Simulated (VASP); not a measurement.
# BeMo (Fm-3m) in VASP: a series of runs

Runs on BeMo. Level: PBE. Tasks: single point, relaxation of cell and atoms.

All numbers are computed with VASP 6.6.1; they aren't measurements. Logs are shortened: lines on timing, memory, paths and dates and some standing lists are left out, and cuts for length are marked.

## 1. The cell of the first run

Symmetry: Fm-3m, No. 225, cubic system. The conventional cell has a = 4.613 Å, b = 4.613 Å, c = 4.613 Å, α = 90.00°, β = 90.00°, γ = 90.00°. Within 3.0 Å of Be (site symmetry m-3m) lie 6 Mo at 2.31 Å. Within 3.0 Å of Mo (site symmetry m-3m) lie 6 Be at 2.31 Å.

## 2. Single point, PBE

The input, INCAR:

```
SYSTEM = BeMo
  PREC = Accurate
  ENCUT = 520
  EDIFF = 1E-6
  ISMEAR = 0
  SIGMA = 0.1
  LREAL = .False.
  LASPH = .True.
  NELM = 80
  ALGO = Fast
  ISIF = 2
  LWAVE = .False.
  LCHARG = .False.
  GGA = PE
  NBANDS = 15
```

The input, KPOINTS:

```
Automatic mesh
0
Gamma
  6 6 6
  0 0 0
```

The input, POSCAR:

```
BeMo
1.0
    0.0000000000      2.3063577022      2.3063577022
    2.3063577022      0.0000000000      2.3063577022
    2.3063577022      2.3063577022      0.0000000000
Be Mo
1 1
Direct
    0.0000000000      0.0000000000      0.0000000000
    0.5000000000      0.5000000000      0.5000000000
```

Potentials or basis: VASP PAW PBE potentials, release 64 (Be, Mo_sv).

On the command line:

```console
$ cat potpaw_PBE.64/Be/POTCAR potpaw_PBE.64/Mo_sv/POTCAR > POTCAR
$ mpirun -np 1 vasp_std > vasp.out
```

OUTCAR:

```text
SYSTEM = BeMo
   PREC = Accurate
   ENCUT = 520
   EDIFF = 1E-6
   ISMEAR = 0
   LREAL = .False.
   LASPH = .True.
   NELM = 80
   ISIF = 2
   GGA = PE

 ion  position               nearest neighbor table
   1  0.000  0.000  0.000-   2 2.31   2 2.31   2 2.31   2 2.31   2 2.31   2 2.31
   2  0.500  0.500  0.500-   1 2.31   1 2.31   1 2.31   1 2.31   1 2.31   1 2.31

  LATTYP: Found a face centered cubic cell.
 ALAT       =     4.6127154044

  Lattice vectors:

 A1 = (   0.0000000000,   2.3063577022,   2.3063577022)
 A2 = (   2.3063577022,   0.0000000000,   2.3063577022)
 A3 = (   2.3063577022,   2.3063577022,   0.0000000000)

Analysis of symmetry for initial positions (statically):
=====================================================================
 Subroutine PRICEL returns:
 Original cell was already a primitive cell.

 Routine SETGRP: Setting up the symmetry group for a
 face centered cubic supercell.

 Subroutine GETGRP returns: Found 48 space group operations
 (whereof 48 operations were pure point group operations)
 out of a pool of 48 trial point group operations.

The static configuration has the point symmetry O_h .

Analysis of symmetry for dynamics (positions and initial velocities):
=====================================================================
 Subroutine PRICEL returns:
 Original cell was already a primitive cell.

 Routine SETGRP: Setting up the symmetry group for a
 face centered cubic supercell.

 Subroutine GETGRP returns: Found 48 space group operations
 (whereof 48 operations were pure point group operations)
 out of a pool of 48 trial point group operations.

The dynamic configuration has the point symmetry O_h .

 Subroutine INISYM returns: Found 48 space group operations
 (whereof 48 operations are pure point group operations),
 and found     1 'primitive' translations

----------------------------------------------------------------------------------------

                                     Primitive cell

  volume of cell :      24.5364

  direct lattice vectors                    reciprocal lattice vectors
     0.000000000  2.306357702  2.306357702    -0.216792044  0.216792044  0.216792044
     2.306357702  0.000000000  2.306357702     0.216792044 -0.216792044  0.216792044
     2.306357702  2.306357702  0.000000000     0.216792044  0.216792044 -0.216792044

  length of vectors
     3.261682342  3.261682342  3.261682342     0.375494835  0.375494835  0.375494835

  position of ions in fractional coordinates (direct lattice)
     0.000000000  0.000000000  0.000000000
     0.500000000  0.500000000  0.500000000

  ion indices of the primitive-cell ions
[... 79 lines left out ...]
   EMIN   =  10.00;   EMAX   =-10.00  energy-range for DOS
   EFERMI =   0.00;   METHOD = LEGACY
   ISMEAR =     0;   SIGMA  =   0.10  broadening in eV -4-tet -1-fermi 0-gaus
   EFERMI_NEDOS =   21; number of points for ismear=-14 and -15
   IALGO  =     68    algorithm
   IMIX   =      4    mixing-type and parameters
     AMIX     =   0.40;   BMIX     =  1.00
     AMIX_MAG =   1.60;   BMIX_MAG =  1.00
  volume/ion in A,a.u.               =      12.27        82.79
  Fermi-wavevector in a.u.,A,eV,Ry     =   1.419640  2.682730 27.420870  2.015377
  Thomas-Fermi vector in A             =   2.540639
   LORBIT       =      0    0 simple, 1 ext, 2 COOP (PROOUT), +10 PAW based schemes
   GGA     = PE    functional components
   LHFCALC =     F    Hartree Fock is set to
   AEXX    =    0.0000 exact exchange contribution
   IVDW    =     0    specifies the selected vdW correction
   LEPSILON=     F    determine dielectric tensor
   LRPA    =     F    only Hartree local field effects (RPA)
 non-spin polarized calculation
 RMM-DIIS sequential band-by-band and
 Gauss-broadening in eV      SIGMA  =   0.10
  energy-cutoff  :      520.00
  volume of cell :       24.54
 maximum number of plane-waves:       680
   NGX = 13   NGY = 13   NGZ = 13

 number of electron      16.0000000 magnetization

 Free energy of the ion-electron system (eV)
  ---------------------------------------------------
  ext. energy  EPLUGINS =         0.00000000
  ---------------------------------------------------
  free energy    TOTEN  =       -14.12686711 eV

  energy without entropy =      -14.11886291  energy(sigma->0) =      -14.12286501

 E-fermi :   9.2190     XC(G=0): -12.2132

 val. band max:        9.1447663997   @ k =   0.5000   0.3333   0.0000
 cond. band min:       9.2256694612   @ k =  -0.1667   0.1667   0.0000
 fundamental gap:      0.0809030614
 Fermi energy:         9.2189685754

 k-point     1 :       0.0000    0.0000    0.0000
  band No.  band energies     occupation
      1     -51.3918      2.00000
      2     -25.3109      2.00000
      3     -25.3109      2.00000
      4     -25.3109      2.00000
      5       1.6150      2.00000
      6       8.4438      2.00000
      7       8.4438      2.00000
      8       8.4438      2.00000
      9       9.5890      0.00000
     10       9.5890      0.00000
     11      15.7847      0.00000
     12      15.7847      0.00000
     13      15.7847      0.00000
     14      20.5352      0.00000
[... 257 lines left out ...]
      2     -25.5949      2.00000
      3     -25.4941      2.00000
      4     -25.4415      2.00000
      5       5.0298      2.00000
      6       6.4884      2.00000
      7       7.3548      2.00000
      8       8.4022      2.00000
      9      11.7550      0.00000
     10      12.6931      0.00000
     11      13.1661      0.00000
     12      14.1851      0.00000
     13      17.1285      0.00000
     14      24.3477      0.00000
     15      25.4239      0.00000

------------------------ aborting loop because EDIFF is reached ----------------------------------------

  FORCE on cell =-STRESS in cart. coord.  units (eV):
  Direction    XX          YY          ZZ          XY          YZ          ZX
  --------------------------------------------------------------------------------------
  -------------------------------------------------------------------------------------
  Total        0.0256927      0.0256927      0.0256927      0.0000000      0.0000000     -0.0000000
  in kB        1.6776874      1.6776874      1.6776874      0.0000000      0.0000000     -0.0000000
  external PRESSURE =       1.6776874 kB  Pullay stress =       0.0000000 kB

 VOLUME and BASIS-vectors are now :
 -----------------------------------------------------------------------------
  energy-cutoff  :      520.00
  volume of cell :       24.54
      direct lattice vectors                 reciprocal lattice vectors
     0.000000000  2.306357702  2.306357702    -0.216792044  0.216792044  0.216792044
     2.306357702  0.000000000  2.306357702     0.216792044 -0.216792044  0.216792044
     2.306357702  2.306357702  0.000000000     0.216792044  0.216792044 -0.216792044

 POSITION                                       TOTAL-FORCE (eV/Angst)
 -----------------------------------------------------------------------------------
      0.00000      0.00000      0.00000        -0.000000     -0.000000     -0.000000
      2.30636      2.30636      2.30636         0.000000      0.000000      0.000000
 -----------------------------------------------------------------------------------
    total drift:                               -0.000000     -0.000000      0.000000

  FREE ENERGIE OF THE ION-ELECTRON SYSTEM (eV)
  ---------------------------------------------------
  free  energy   TOTEN  =       -14.1268671085 eV

  energy  without entropy=      -14.1188629143  energy(sigma->0) =      -14.12286501
```

stdout:

```text
POSCAR found type information on POSCAR BeMo
 POSCAR found :  2 types and       2 ions
 scaLAPACK will be used
 LDA part: xc-table for (Slater+PW92), standard interpolation
 POSCAR, INCAR and KPOINTS ok, starting setup
 FFT: planning ... GRIDC
 FFT: planning ... GRID_SOFT
 FFT: planning ... GRID
 WAVECAR not read
 entering main loop
```

Wall time 4 s (1 thread of Intel Xeon 6975P-C (Granite Rapids), shared host); peak memory 0.13 GiB.

Results:

```yaml
Free_energy: -14.1269 eV
Pressure: 0.2 GPa
Band_gap_on_the_k_mesh: zero (band 8 reaches 10.78 eV, above the bottom of band 9 at 8.77 eV)
```

Caveat: the k points lie up to 0.39 Å⁻¹ apart.

(Part 1 of 2 ends here.)
